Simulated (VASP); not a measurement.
# InSe in VASP: a run that goes wrong, beside a sound one

A flawed run on InSe and a sound one for comparison.

Program: VASP 6.6.1. These are calculated values, not measurements. Logs are shortened: lines on timing, memory, paths and dates and some standing lists are left out, and cuts for length are marked.

## 1. The cell of the first run

The cell holds a sheet with vacuum, 4 atoms: a = 4.050 Å, b = 7.015 Å, c = 21.011 Å, α = 90.00°, β = 90.00°, γ = 30.00°.

## 2. A run with an altered input

Contents of INCAR:

```
SYSTEM = InSe
  GGA = RP
  LDIPOL = .TRUE.
  IDIPOL = 3
  DIPOL = 0.5 0.5 0.500
  ISMEAR = 0
  SIGMA = 0.03
  LWAVE = .FALSE.
  LCHARG = .FALSE.
  NBANDS = 33
  PREC = Accurate
  LASPH = .TRUE.
  LREAL = .FALSE.
  ALGO = Normal
  EDIFF = 1E-6
  NELM = 79
  GGA_COMPAT = .FALSE.
  ENCUT = 280
  EFERMI = MIDGAP
  NELMDL = -8
  ICHARG = 11
```

Contents of KPOINTS:

```
path GMKGALHA,LM,KH
8
line-mode
reciprocal
 0.0000000000  0.0000000000  0.0000000000  G
 0.5000000000  0.5000000000  0.0000000000  M

 0.5000000000  0.5000000000  0.0000000000  M
 0.3333333333  0.0000000000  0.0000000000  K

 0.3333333333  0.0000000000  0.0000000000  K
 0.0000000000  0.0000000000  0.0000000000  G

 0.0000000000  0.0000000000  0.0000000000  G
 0.0000000000  0.0000000000 -0.5000000000  A

 0.0000000000  0.0000000000 -0.5000000000  A
 0.5000000000  0.5000000000 -0.5000000000  L

 0.5000000000  0.5000000000 -0.5000000000  L
 0.3333333333  0.0000000000 -0.5000000000  H

 0.3333333333  0.0000000000 -0.5000000000  H
 0.0000000000  0.0000000000 -0.5000000000  A

 0.5000000000  0.5000000000 -0.5000000000  L
 0.5000000000  0.5000000000  0.0000000000  M

 0.3333333333  0.0000000000  0.0000000000  K
 0.3333333333  0.0000000000 -0.5000000000  H
```

Contents of POSCAR:

```
InSe
1.0
    4.0500000000      0.0000000000      0.0000000000
    6.0750000000      3.5074028853      0.0000000000
    0.0000000000      0.0000000000     21.0112800000
In Se
2 2
Direct
    0.0000000000      0.0000000000      0.4250645368
    0.0000000000      0.0000000000      0.5749354632
    0.0000000002      0.3333333332      0.3807478650
    0.0000000002      0.3333333332      0.6192521350
```

Potentials or basis: VASP PAW PBE potentials, release 64 (In_d, Se).

On the command line:

```
cat potpaw_PBE.64/In_d/POTCAR potpaw_PBE.64/Se/POTCAR > POTCAR
mpirun -np 1 vasp_std > vasp.out
```

OUTCAR:

```text
SYSTEM = InSe
   GGA = RP
   ISMEAR = 0
   PREC = Accurate
   LASPH = .TRUE.
   LREAL = .FALSE.
   EDIFF = 1E-6
   NELM = 79
   ENCUT = 280
   EFERMI = MIDGAP
[... 28 lines left out ...]
   LASPH  =      T    aspherical Exc in radial PAW
   ENCUT  =  280.0 eV  20.58 Ry    4.54 a.u.   5.53  9.57 28.67*2*pi/ulx,y,z
   NELM   =     79;   NELMIN=  2; NELMDL= -8     # of ELM steps
   EDIFF  = 0.1E-05   stopping-criterion for ELM
   LREAL  =      F    real-space projection
   EDIFFG = 0.1E-04   stopping-criterion for IOM
   NSW    =      0    number of steps for IOM
   IBRION =     -1    ionic relax: 0-MD 1-quasi-New 2-CG
   NFREE  =      0    steps in history (QN), initial steepest desc. (CG)
   ISIF   =      2    stress and relaxation
[... 23 lines left out ...]
   IVDW    =     0    specifies the selected vdW correction
   LEPSILON=     F    determine dielectric tensor
   LRPA    =     F    only Hartree local field effects (RPA)

   CSHIFT  =0.1000    complex shift for real part using Kramers Kronig

   OMEGAMAX=  -1.0    maximum frequency
 non-spin polarized calculation
 Gauss-broadening in eV      SIGMA  =   0.03
  energy-cutoff  :      280.00
  volume of cell :      298.46
 maximum number of plane-waves:      3243
 NGX is ok and might be reduce to    24
```

On the terminal:

```text
POSCAR found type information on POSCAR InSe
 POSCAR found :  2 types and       4 ions
[... 33 lines left out ...]

1
```

Wall time 1.8 s (1 thread of Intel Xeon Platinum 8375C at 2.90GHz (Ice Lake), shared host).

The program refused the input. The input was made wrong on purpose: fixed density asked without a density file.

## 3. Band structure, RPBE

INCAR: that of step 2 with these lines changed.

```diff
@@ -15,3 +15,3 @@
   EDIFF = 1E-6
-  NELM = 79
+  NELM = 120
   GGA_COMPAT = .FALSE.
@@ -20,2 +20 @@
   NELMDL = -8
-  ICHARG = 11
```

Contents of KPOINTS:

```
Automatic mesh
0
Gamma
  9 9 1
  0 0 0
```

Contents of KPOINTS_OPT:

```
path GMKGALHA,LM,KH
12
line-mode
reciprocal
 0.0000000000  0.0000000000  0.0000000000  G
 0.5000000000  0.5000000000  0.0000000000  M

 0.5000000000  0.5000000000  0.0000000000  M
 0.3333333333  0.0000000000  0.0000000000  K

 0.3333333333  0.0000000000  0.0000000000  K
 0.0000000000  0.0000000000  0.0000000000  G

 0.0000000000  0.0000000000  0.0000000000  G
 0.0000000000  0.0000000000 -0.5000000000  A

 0.0000000000  0.0000000000 -0.5000000000  A
 0.5000000000  0.5000000000 -0.5000000000  L

 0.5000000000  0.5000000000 -0.5000000000  L
 0.3333333333  0.0000000000 -0.5000000000  H

 0.3333333333  0.0000000000 -0.5000000000  H
 0.0000000000  0.0000000000 -0.5000000000  A

 0.5000000000  0.5000000000 -0.5000000000  L
 0.5000000000  0.5000000000  0.0000000000  M

 0.3333333333  0.0000000000  0.0000000000  K
 0.3333333333  0.0000000000 -0.5000000000  H
```

POSCAR is that of step 2.

Potentials or basis: VASP PAW PBE potentials, release 64 (In_d, Se).

On the command line:

```
cat potpaw_PBE.64/In_d/POTCAR potpaw_PBE.64/Se/POTCAR > POTCAR
mpirun -np 1 vasp_std > vasp.out
```

Run time: 7.1 min. Hardware: 1 thread of Intel Xeon Platinum 8375C at 2.90GHz (Ice Lake), shared host; peak memory 0.33 GiB.

Results (log left out):

| Property | Result |
| --- | --- |
| Free energy | -11.9585 eV |
| Largest force | 2.997 eV/Å |
| Band gap on the k mesh | 0.39 eV (least direct gap 0.78 eV) |
| Band gap along the path | 0.39 eV (least direct gap 0.78 eV) |

Forces in eV/Å, atoms in the order of the input:
```
In   0.000  0.000  2.997
In   0.000  0.000 -2.997
Se   0.000  0.000 -2.257
Se   0.000  0.000  2.257
```

Levels at the corners of the path, in eV from the valence-band top:
| point | band 15 | band 16 | band 17 | band 18 | band 19 | band 20 | band 21 | band 22 | band 23 | band 24 |
| --- | --- | --- | --- | --- | --- | --- | --- | --- | --- | --- |
| Γ | -1.90 | -1.90 | -1.84 | -1.84 | -0.39 | 0.39 | 1.87 | 4.27 | 4.27 | 4.36 |
| M | -3.08 | -2.98 | -2.96 | -2.33 | -0.84 | 1.63 | 1.73 | 3.39 | 4.42 | 5.63 |
| M | -3.08 | -2.98 | -2.96 | -2.33 | -0.84 | 1.63 | 1.73 | 3.39 | 4.42 | 5.63 |
| K | -4.53 | -4.33 | -2.47 | -2.11 | -0.88 | 2.78 | 2.92 | 4.55 | 5.07 | 5.38 |
| K | -4.53 | -4.33 | -2.47 | -2.11 | -0.88 | 2.78 | 2.92 | 4.55 | 5.07 | 5.38 |
| Γ | -1.90 | -1.90 | -1.84 | -1.84 | -0.39 | 0.39 | 1.87 | 4.27 | 4.27 | 4.36 |
| Γ | -1.90 | -1.90 | -1.84 | -1.84 | -0.39 | 0.39 | 1.87 | 4.27 | 4.27 | 4.36 |
| A | -1.90 | -1.90 | -1.84 | -1.84 | -0.39 | 0.39 | 1.87 | 4.27 | 4.27 | 4.31 |
| A | -1.90 | -1.90 | -1.84 | -1.84 | -0.39 | 0.39 | 1.87 | 4.27 | 4.27 | 4.31 |
| L | -3.08 | -2.98 | -2.96 | -2.33 | -0.84 | 1.63 | 1.73 | 3.39 | 4.42 | 5.63 |
| L | -3.08 | -2.98 | -2.96 | -2.33 | -0.84 | 1.63 | 1.73 | 3.39 | 4.42 | 5.63 |
| H | -4.53 | -4.33 | -2.47 | -2.11 | -0.88 | 2.78 | 2.92 | 4.55 | 5.07 | 5.38 |
| H | -4.53 | -4.33 | -2.47 | -2.11 | -0.88 | 2.78 | 2.92 | 4.55 | 5.07 | 5.38 |
| A | -1.90 | -1.90 | -1.84 | -1.84 | -0.39 | 0.39 | 1.87 | 4.27 | 4.27 | 4.31 |
| L | -3.08 | -2.98 | -2.96 | -2.33 | -0.84 | 1.63 | 1.73 | 3.39 | 4.42 | 5.63 |
| M | -3.08 | -2.98 | -2.96 | -2.33 | -0.84 | 1.63 | 1.73 | 3.39 | 4.42 | 5.63 |
| K | -4.53 | -4.33 | -2.47 | -2.11 | -0.88 | 2.78 | 2.92 | 4.55 | 5.07 | 5.38 |
| H | -4.53 | -4.33 | -2.47 | -2.11 | -0.88 | 2.78 | 2.92 | 4.55 | 5.07 | 5.38 |

Caveat: the PAW data sets were made with another functional, which shifts forces and pressure a little; spin-orbit coupling is left out, which moves the levels of the heavy elements.
